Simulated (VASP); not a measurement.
Here is a VASP 6.6.1 calculation.

File INCAR:

```
PREC = Accurate
ENCUT = 520
EDIFF = 1E-6
ISMEAR = 0
SIGMA = 0.1
LREAL = False
LASPH = True
NELM = 60
ALGO = Normal
ISIF = 2
LWAVE = False
LCHARG = True
LELF = True
LVHAR = True
NBANDS = 13
```

Contents of KPOINTS:

```
regular mesh
0
Gamma
  16 16 16
```

The input POSCAR:

```
Mo
1.0
   -1.5554689552      1.5554689552      1.5554689552
    1.5554689552     -1.5554689552      1.5554689552
    1.5554689552      1.5554689552     -1.5554689552
Mo
1
Direct
    0.0000000000      0.0000000000      0.0000000000
```

Potentials or basis: VASP PAW LDA potentials, release 64 (Mo_sv).

Command:

```console
$ cat potpaw_LDA.64/Mo_sv/POTCAR > POTCAR
$ mpirun -np 1 vasp_std > vasp.out
```

Problem. Predict the pressure.

Solution. 1.2 GPa.

Problem. Predict the band gap on the k mesh.

Solution. Zero (band 7 reaches 17.32 eV, above the bottom of band 8 at 11.64 eV).
